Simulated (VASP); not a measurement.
Set up this calculation in VASP 6.6.1, as the native input.

```yaml
Task: single point
Functional: PBEsol
Potentials_or_basis: VASP PAW PBE potentials, release 64 (Fe)
Cutoff: 520 eV
k_mesh: 13 × 13 × 13
Occupations: fermi-dirac, width 0.05 eV
Spin: collinear spin, ferromagnetic start
Starting_moments: "[3.0] μB"
Dipole_correction: no
Further_INCAR_settings: ALGO = Normal; EDIFF = 1e-06; NBANDS = 14
```

The structure of Fe lies in POSCAR:

```
Fe
1.0
    0.0000000000      1.9547960193      1.9549686135
    1.3826932102      0.0000000000      1.9549686135
    1.3826932102      1.9547960193      0.0000000000
Fe
1
Direct
    0.0000000000      0.0000000000      0.0000000000
```

One way to write it, as run:

INCAR

```
SYSTEM = Fe
PREC = Accurate
ENCUT = 520
EDIFF = 1E-6
ISMEAR = -1
SIGMA = 0.05
LREAL = .False.
LASPH = .True.
NELM = 150
ALGO = Normal
ISIF = 2
LWAVE = .False.
LCHARG = .False.
ISPIN = 2
MAGMOM = 3
LORBIT = 11
LMAXMIX = 4
GGA = PS
NBANDS = 14
```

KPOINTS

```
regular mesh
0
Gamma
  13 13 13
  0 0 0
```

Potentials or basis: VASP PAW PBE potentials, release 64 (Fe).

Run with:

```sh
$ cat potpaw_PBE.64/Fe/POTCAR > POTCAR
$ mpirun -np 1 vasp_std > vasp.out
```

Results of the run:

```json
{
 "Pressure": "5.0 GPa",
 "Band gap on the k mesh": "zero (filled and empty bands overlap)",
 "Net moment": "2.04 μB per cell",
 "Site moments": "Fe +2.01 μB",
 "Valence electrons inside the program's atomic spheres": "Fe 7.43"
}
```

Caveat: the PAW data sets were made with another functional, which shifts forces and pressure a little.

Wall time 61 s on 1 thread of Intel(R) Xeon(R) Platinum 8259CL CPU @ 2.50GHz (Skylake/Cascade Lake), with other jobs on the host, peak memory 0.2 GiB.
